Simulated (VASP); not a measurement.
# TiSi2 (P4/mmm) in VASP: relaxation of cell and atoms with PBE

Aim: the relaxation of cell and atoms of TiSi2 with PBE.

Everything below comes from runs of VASP 6.6.1. Logs are shortened: lines on timing, memory, paths and dates and some standing lists are left out, and cuts for length are marked.

## 1. The cell of the first run

It takes space group P4/mmm (No. 123, tetragonal). The conventional cell has a = 3.390 Å, b = 3.390 Å, c = 4.868 Å, α = 90.00°, β = 90.00°, γ = 90.00°. Within 3.2 Å of Ti (site symmetry 4/mmm) lie 2 Si at 2.43 Å. Within 3.2 Å of Si (site symmetry 4/mmm) lie 4 Si at 2.40 Å. Within 3.2 Å of Si (site symmetry 4/mmm) lie 4 Si at 2.40 Å and 2 Ti at 2.43 Å.

The cell was generated, and may not be a known phase.

## 2. Relaxation of cell and atoms, PBE

INCAR

```
SYSTEM = TiSi2
ALGO = Normal ; EDIFF = 1E-7
EDIFFG = -0.01 ; ENCUT = 600
GGA = PE ; IBRION = 2
ISIF = 3 ; ISMEAR = 0
LASPH = .True. ; LCHARG = .False.
LREAL = .False. ; LWAVE = .False.
NELM = 60 ; NSW = 100
PREC = Accurate ; SIGMA = 0.1
```

KPOINTS

```
k-points
0
Gamma
  14 14 10
  0 0 0
```

POSCAR

```
TiSi2
1.0
    3.3897729487      0.0000000000      0.0000000000
    0.0000000000      3.3897729487      0.0000000000
    0.0000000000      0.0000000000      4.8682645266
Ti Si
1 2
Direct
    0.0000000000      0.0000000000      0.5000000000
    0.5000000000      0.5000000000      0.0000000000
    0.0000000000      0.0000000000      0.0000000000
```

Potentials or basis: VASP PAW PBE potentials, release 64 (Ti_sv, Si).

Command:

```console
> cat potpaw_PBE.64/Ti_sv/POTCAR potpaw_PBE.64/Si/POTCAR > POTCAR
> mpirun -np 1 vasp_std > vasp.out
```

OUTCAR:

```text
SYSTEM = TiSi2
   EDIFF = 1E-7
   EDIFFG = -0.01
   ENCUT = 600
   GGA = PE
   IBRION = 2
   ISIF = 3
   ISMEAR = 0
   LASPH = .True.
   LREAL = .False.
   NELM = 60
   NSW = 100
   PREC = Accurate

 ion  position               nearest neighbor table
   1  0.000  0.000  0.500-   3 2.43   3 2.43
   2  0.500  0.500  0.000-   3 2.40   3 2.40   3 2.40   3 2.40
   3  0.000  0.000  0.000-   2 2.40   2 2.40   2 2.40   2 2.40   1 2.43   1 2.43

  LATTYP: Found a simple tetragonal cell.
 ALAT       =     3.3897729487
 C/A-ratio  =     1.4361624216

  Lattice vectors:

 A1 = (   3.3897729487,   0.0000000000,   0.0000000000)
 A2 = (   0.0000000000,   3.3897729487,   0.0000000000)
 A3 = (   0.0000000000,   0.0000000000,   4.8682645266)

Analysis of symmetry for initial positions (statically):
=====================================================================
 Subroutine PRICEL returns:
 Original cell was already a primitive cell.

 Routine SETGRP: Setting up the symmetry group for a
 simple tetragonal supercell.

 Subroutine GETGRP returns: Found 16 space group operations
 (whereof 16 operations were pure point group operations)
 out of a pool of 16 trial point group operations.

The static configuration has the point symmetry D_4h.

Analysis of symmetry for dynamics (positions and initial velocities):
=====================================================================
 Subroutine PRICEL returns:
 Original cell was already a primitive cell.

 Routine SETGRP: Setting up the symmetry group for a
 simple tetragonal supercell.

 Subroutine GETGRP returns: Found 16 space group operations
 (whereof 16 operations were pure point group operations)
 out of a pool of 16 trial point group operations.

The dynamic configuration has the point symmetry D_4h.

 Subroutine INISYM returns: Found 16 space group operations
 (whereof 16 operations are pure point group operations),
 and found     1 'primitive' translations

----------------------------------------------------------------------------------------

                                     Primitive cell

  volume of cell :      55.9391

  direct lattice vectors                    reciprocal lattice vectors
     3.389772949  0.000000000  0.000000000     0.295005009  0.000000000  0.000000000
     0.000000000  3.389772949  0.000000000     0.000000000  0.295005009  0.000000000
     0.000000000  0.000000000  4.868264527     0.000000000  0.000000000  0.205412010

  length of vectors
     3.389772949  3.389772949  4.868264527     0.295005009  0.295005009  0.205412010

  position of ions in fractional coordinates (direct lattice)
     0.000000000  0.000000000  0.500000000
     0.500000000  0.500000000  0.000000000
     0.000000000  0.000000000  0.000000000

  ion indices of the primitive-cell ions
   primitive index   ion index
                 1           1
                 2           2
                 3           3

----------------------------------------------------------------------------------------

 KPOINTS: k-points

Automatic generation of k-mesh.
 Grid dimensions read from file:
 generate k-points for:   14   14   10

 Generating k-lattice:

  Cartesian coordinates                     Fractional coordinates (reciprocal lattice)
     0.021071786  0.000000000  0.000000000     0.071428571  0.000000000  0.000000000
     0.000000000  0.021071786  0.000000000     0.000000000  0.071428571  0.000000000
     0.000000000  0.000000000  0.020541201     0.000000000  0.000000000  0.100000000

  Length of vectors
     0.021071786  0.021071786  0.020541201

  Shift w.r.t. Gamma in fractional coordinates (k-lattice)
     0.000000000  0.000000000  0.000000000

 Subroutine IBZKPT returns following result:
 ===========================================

 Found    216 irreducible k-points:

 Following reciprocal coordinates:
            Coordinates               Weight
  0.000000  0.000000  0.000000      1.000000
  0.071429  0.000000  0.000000      4.000000
  0.142857  0.000000  0.000000      4.000000
  0.214286  0.000000  0.000000      4.000000
  0.285714  0.000000  0.000000      4.000000
  0.357143  0.000000  0.000000      4.000000
[... 16 lines left out ...]
  0.285714  0.214286  0.000000      8.000000
  0.357143  0.214286  0.000000      8.000000
 [... further k-points ...]
   k-points           NKPTS =    216   k-points in BZ     NKDIM =    216   number of bands    NBANDS=     14
   number of dos      NEDOS =    301   number of ions     NIONS =      3
   total plane-waves  NPLWV =  31360
   dimension x,y,z NGX =    28 NGY =   28 NGZ =   40
   dimension x,y,z NGXF=    56 NGYF=   56 NGZF=   80
   ions per type =               1   2
   NGX,Y,Z   is equivalent  to a cutoff of  13.73, 13.73, 13.66 a.u.
   NGXF,Y,Z  is equivalent  to a cutoff of  27.46, 27.46, 27.32 a.u.
 SYSTEM =  TiSi2
   PREC   = accura    normal or accurate (medium, high low for compatibility)
   ISTART =      0    job   : 0-new  1-cont  2-samecut
   ICHARG =      2    charge: 1-file 2-atom 10-const
   ISPIN  =      1    spin polarized calculation?
   LNONCOLLINEAR =      F non collinear calculations
   LSORBIT =      F    spin-orbit coupling
   LASPH  =      T    aspherical Exc in radial PAW
   ENCUT  =  600.0 eV  44.10 Ry    6.64 a.u.   6.77  6.77  9.72*2*pi/ulx,y,z
   NELM   =     60;   NELMIN=  2; NELMDL= -5     # of ELM steps
   EDIFF  = 0.1E-06   stopping-criterion for ELM
   LREAL  =      F    real-space projection
   EDIFFG = -.1E-01   stopping-criterion for IOM
   NSW    =    100    number of steps for IOM
   IBRION =      2    ionic relax: 0-MD 1-quasi-New 2-CG
   NFREE  =      1    steps in history (QN), initial steepest desc. (CG)
   ISIF   =      3    stress and relaxation
   ISYM   =      2    0-nonsym 1-usesym 2-fastsym
   POTIM  = 0.5000    time-step for ionic-motion
   TEBEG  =    0.0;   TEEND  =   0.0 temperature during run
   PSTRESS=    0.0 pullay stress
   NELECT =      20.0000    total number of electrons
   NUPDOWN=      -1.0000    fix difference up-down
   EMIN   =  10.00;   EMAX   =-10.00  energy-range for DOS
   EFERMI =   0.00;   METHOD = LEGACY
   ISMEAR =     0;   SIGMA  =   0.10  broadening in eV -4-tet -1-fermi 0-gaus
   EFERMI_NEDOS =   21; number of points for ismear=-14 and -15
   IALGO  =     38    algorithm
   IMIX   =      4    mixing-type and parameters
     AMIX     =   0.40;   BMIX     =  1.00
     AMIX_MAG =   1.60;   BMIX_MAG =  1.00
  volume/ion in A,a.u.               =      18.65       125.83
  Fermi-wavevector in a.u.,A,eV,Ry     =   1.161929  2.195728 18.368949  1.350080
  Thomas-Fermi vector in A             =   2.298496
   LORBIT       =      0    0 simple, 1 ext, 2 COOP (PROOUT), +10 PAW based schemes
   GGA     = PE    functional components
   LHFCALC =     F    Hartree Fock is set to
   AEXX    =    0.0000 exact exchange contribution
   IVDW    =     0    specifies the selected vdW correction
   LEPSILON=     F    determine dielectric tensor
   LRPA    =     F    only Hartree local field effects (RPA)
 conjugate gradient relaxation of ions
 non-spin polarized calculation
 Gauss-broadening in eV      SIGMA  =   0.10
  energy-cutoff  :      600.00
  volume of cell :       55.94
 maximum number of plane-waves:      1900
 NGX is ok and might be reduce to    28
   NGX = 13   NGY = 13   NGZ = 19

--------------------------------------- Ionic step        1  -------------------------------------------

 number of electron      20.0000007 magnetization

 Free energy of the ion-electron system (eV)
  ---------------------------------------------------
  ext. energy  EPLUGINS =         0.00000000
  ---------------------------------------------------
  free energy    TOTEN  =       -16.98143437 eV

  energy without entropy =      -16.96623655  energy(sigma->0) =      -16.97383546

------------------------ aborting loop because EDIFF is reached ----------------------------------------

  FORCE on cell =-STRESS in cart. coord.  units (eV):
  Direction    XX          YY          ZZ          XY          YZ          ZX
  --------------------------------------------------------------------------------------
  -------------------------------------------------------------------------------------
  Total        0.1302883      0.1302883     -0.2839644      0.0000000      0.0000000     -0.0000000
  in kB        3.7316465      3.7316465     -8.1331562      0.0000000      0.0000000     -0.0000000
  external PRESSURE =      -0.2232877 kB  Pullay stress =       0.0000000 kB

 VOLUME and BASIS-vectors are now :
 -----------------------------------------------------------------------------
  energy-cutoff  :      600.00
  volume of cell :       55.94
      direct lattice vectors                 reciprocal lattice vectors
     3.389772949  0.000000000  0.000000000     0.295005009  0.000000000  0.000000000
     0.000000000  3.389772949  0.000000000     0.000000000  0.295005009  0.000000000
     0.000000000  0.000000000  4.868264527     0.000000000  0.000000000  0.205412010
[... 38 lines left out ...]
 POSITION                                       TOTAL-FORCE (eV/Angst)
 -----------------------------------------------------------------------------------
      0.00000      0.00000      2.42302        -0.000000      0.000000      0.000000
      1.69844      1.69844     -0.00000         0.000000      0.000000      0.000000
      0.00000      0.00000      0.00000         0.000000      0.000000      0.000000
 -----------------------------------------------------------------------------------
    total drift:                               -0.000000     -0.000000      0.000000

  FREE ENERGIE OF THE ION-ELECTRON SYSTEM (eV)
  ---------------------------------------------------
  free  energy   TOTEN  =       -16.9821318379 eV

  energy  without entropy=      -16.9672269196  energy(sigma->0) =      -16.97467938

--------------------------------------- Ionic step        3  -------------------------------------------

 number of electron      20.0000008 magnetization

 Free energy of the ion-electron system (eV)
  ---------------------------------------------------
  ext. energy  EPLUGINS =         0.00000000
  ---------------------------------------------------
  free energy    TOTEN  =       -16.98217778 eV

  energy without entropy =      -16.96721267  energy(sigma->0) =      -16.97469523

 E-fermi :   7.1476     XC(G=0): -10.2834

 val. band max:        7.1428582441   @ k =   0.2143   0.2143   0.4000
 cond. band min:       7.1478643121   @ k =   0.4286   0.2143   0.4000
 fundamental gap:      0.0050060679
 Fermi energy:         7.1476263233

 k-point     1 :       0.0000    0.0000    0.0000
  band No.  band energies     occupation
      1     -50.0896      2.00000
      2     -26.3663      2.00000
      3     -26.3663      2.00000
      4     -26.2790      2.00000
      5      -5.1481      2.00000
      6       3.2317      2.00000
      7       4.8468      2.00000
      8       5.7371      2.00000
      9       5.7371      2.00000
     10       6.5351      2.00000
     11       6.6685      2.00000
     12       7.9764      0.00000
     13       7.9764      0.00000
     14       8.7751      0.00000

 k-point     2 :       0.0714    0.0000    0.0000
  band No.  band energies     occupation
      1     -50.0893      2.00000
      2     -26.3699      2.00000
      3     -26.3661      2.00000
      4     -26.2786      2.00000
      5      -5.0844      2.00000
      6       3.2769      2.00000
      7       4.5073      2.00000
      8       5.3699      2.00000
      9       5.7903      2.00000
     10       6.6222      2.00000
[... 362 lines left out ...]
 k-point    24 :       0.3571    0.2143    0.0000
  band No.  band energies     occupation
      1     -50.0830      2.00000
      2     -26.4220      2.00000
      3     -26.3891      2.00000
      4     -26.2699      2.00000
      5      -3.0134      2.00000
      6       0.3857      2.00000
      7       3.7165      2.00000
      8       4.7003      2.00000
      9       6.4997      2.00000
     10       6.8111      2.00000
     11       7.2964      0.03540
     12       7.9846      0.00000
     13       8.0086      0.00000
     14       8.8729      0.00000

 [... further k-points ...]

------------------------ aborting loop because EDIFF is reached ----------------------------------------

  FORCE on cell =-STRESS in cart. coord.  units (eV):
  Direction    XX          YY          ZZ          XY          YZ          ZX
  --------------------------------------------------------------------------------------
  -------------------------------------------------------------------------------------
  Total       -0.0023788     -0.0023788     -0.0026096      0.0000000      0.0000000      0.0000000
  in kB       -0.0681541     -0.0681541     -0.0747663      0.0000000      0.0000000      0.0000000
  external PRESSURE =      -0.0703582 kB  Pullay stress =       0.0000000 kB

 VOLUME and BASIS-vectors are now :
 -----------------------------------------------------------------------------
  energy-cutoff  :      600.00
  volume of cell :       55.92
      direct lattice vectors                 reciprocal lattice vectors
     3.395471551  0.000000000 -0.000000000     0.294509904 -0.000000000 -0.000000000
     0.000000000  3.395471551 -0.000000000     0.000000000  0.294509904  0.000000000
     0.000000000  0.000000000  4.850427168     0.000000000  0.000000000  0.206167409

 POSITION                                       TOTAL-FORCE (eV/Angst)
 -----------------------------------------------------------------------------------
      0.00000      0.00000      2.42521        -0.000000      0.000000      0.000000
      1.69774      1.69774     -0.00000         0.000000      0.000000      0.000000
      0.00000      0.00000      0.00000         0.000000      0.000000      0.000000
 -----------------------------------------------------------------------------------
    total drift:                               -0.000000     -0.000000     -0.000000

  FREE ENERGIE OF THE ION-ELECTRON SYSTEM (eV)
  ---------------------------------------------------
  free  energy   TOTEN  =       -16.9821777762 eV

  energy  without entropy=      -16.9672126742  energy(sigma->0) =      -16.97469523

 reached required accuracy - stopping structural energy minimisation
```

It took 5.4 min on 1 thread of Intel Xeon 6975P-C, shared host; peak memory 0.35 GiB.

Results:

| Item | Value |
| --- | --- |
| Free energy | -16.9822 eV |
| Relaxed volume | 18.64 Å³/atom |
| Relaxed cell | a = 3.395 Å, b = 3.395 Å, c = 4.850 Å, α = 90.00°, β = 90.00°, γ = 90.00° |
| Space group after relaxing (to 0.1 Å) | P4/mmm (No. 123) |
| Energy gained by relaxing | 0.2 meV/atom |
| Ionic steps | 3 |
| Pressure after relaxing | 0.0 GPa |
| Band gap on the k mesh | zero (bands 10 and 11 overlap by 0.93 eV) |

The path:
```csv
step,energy change (eV),largest force (eV/Å),pressure (GPa),volume (Å³)
1,0.0000,0.0000,-0.02,55.94
2,-0.0007,0.0000,0.00,55.92
3,-0.0007,0.0000,-0.01,55.92
```

Final structure:
```xyz
3
Lattice="3.3955 0.0000 0.0000 0.0000 3.3955 0.0000 0.0000 0.0000 4.8504" Properties=species:S:1:pos:R:3 pbc="T T T"
Ti    0.0000    0.0000    2.4252
Si    1.6977    1.6977    0.0000
Si    0.0000    0.0000    0.0000
```
